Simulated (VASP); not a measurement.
Crystal: SnO2.

```
CELL_PARAMETERS angstrom
0.00000 2.59120 2.59120
2.59120 0.00000 2.59120
2.59120 2.59120 0.00000
ATOMIC_POSITIONS crystal
Sn 0.00000 0.00000 0.00000
O 0.75000 0.75000 0.75000
O 0.25000 0.25000 0.25000
```

Base run:

```yaml
Program: VASP 6.6.1
Functional: PBEsol
Potentials_or_basis: VASP PAW PBE potentials, release 64 (Sn_d, O)
Cutoff: 520 eV
k_mesh: 9 × 9 × 9
Occupations: fermi-dirac, width 0.05 eV
Spin: no spin polarisation
```

Its results: band gap on the k mesh zero (band 13 reaches 6.86 eV, above the bottom of band 14 at 6.49 eV); pressure -9.8 GPa.

Task: The run is repeated on the same cell with these changes: functional from PBEsol to LDA; potentials or basis from VASP PAW PBE potentials, release 64 (Sn_d, O) to VASP PAW LDA potentials, release 64 (Sn_d, O). What comes out?

Result: Band gap on the k mesh zero (band 13 reaches 6.69 eV, above the bottom of band 14 at 6.33 eV); pressure -14.7 GPa.

Caveats: spin-orbit coupling is left out, which moves the levels of the heavy elements; the PAW data sets were made with another functional, which shifts forces and pressure a little (some runs).
